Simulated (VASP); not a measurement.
AlN:

```xyz
4
Lattice="3.1130 0.0000 0.0000 -1.5565 2.6959 0.0000 0.0000 0.0000 4.9810" Properties=species:S:1:pos:R:3 pbc="T T T"
Al    0.0000    1.7973    0.0000
Al    1.5565    0.8986    2.4905
N     0.0000    1.7973    1.8928
N     1.5565    0.8986    4.3833
```

Base run:

```yaml
Program: VASP 6.6.1
Functional: PBE
Dispersion: D4
Potentials_or_basis: VASP PAW PBE potentials, release 64 (Al, N)
Cutoff: 520 eV
k_mesh: 11 × 11 × 6
Occupations: fermi-dirac, width 0.02 eV
Spin: no spin polarisation
```

Its results: band gap on the k mesh 4.22 eV, direct; pressure -1.2 GPa; largest force 0.128 eV/Å.

Question: The run is repeated on the same cell with these changes: dispersion from D4 to none. What comes out?

Answer: Band gap on the k mesh 4.22 eV, direct; pressure 3.5 GPa; largest force 0.129 eV/Å.

Dispersion adds attraction, which lowers the pressure at fixed volume and, as a term added to the energy, leaves the levels alone.

A k mesh can miss the band edges.
